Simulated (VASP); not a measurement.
**SrCl2: single point with PBEsol**

SrCl2:

```
Sr Cl
1.0
     0.00000    3.48835    3.48835
     3.48835    0.00000    3.48835
     3.48835    3.48835    0.00000
Sr Cl
1 2
Direct
  0.00000 0.00000 0.00000
  0.75000 0.75000 0.75000
  0.25000 0.25000 0.25000
```

```
Program             : VASP 6.6.1
Task                : single point
Functional          : PBEsol
Potentials or basis : VASP PAW PBE potentials, release 64 (Sr_sv, Cl)
Cutoff              : 520 eV
k mesh              : 7 × 7 × 7
Occupations         : fermi-dirac, width 0.05 eV
Spin                : non-collinear spin, zero start, spin-orbit coupling
Starting moments    : [[0.0, 0.0, 0.0], [0.0, 0.0, 0.0], [0.0, 0.0, 0.0]] μB
```

```
Pressure                                              : -0.9 GPa
Net moment                                            : 0.00 μB per cell
Valence electrons inside the program's atomic spheres : Sr 7.92; Cl 5.13
```

Moments on the atoms (μB; x, y, z):
```
Sr  0.00 0.00 0.00
Cl  0.00 0.00 0.00
Cl  0.00 0.00 0.00
```

It took 4.7 min on 1 thread of AMD EPYC 7R43 64-Core Processor (Zen 3), with other jobs on the host, peak memory 0.48 GiB.

Caveat: the PAW data sets were made with another functional, which shifts forces and pressure a little.
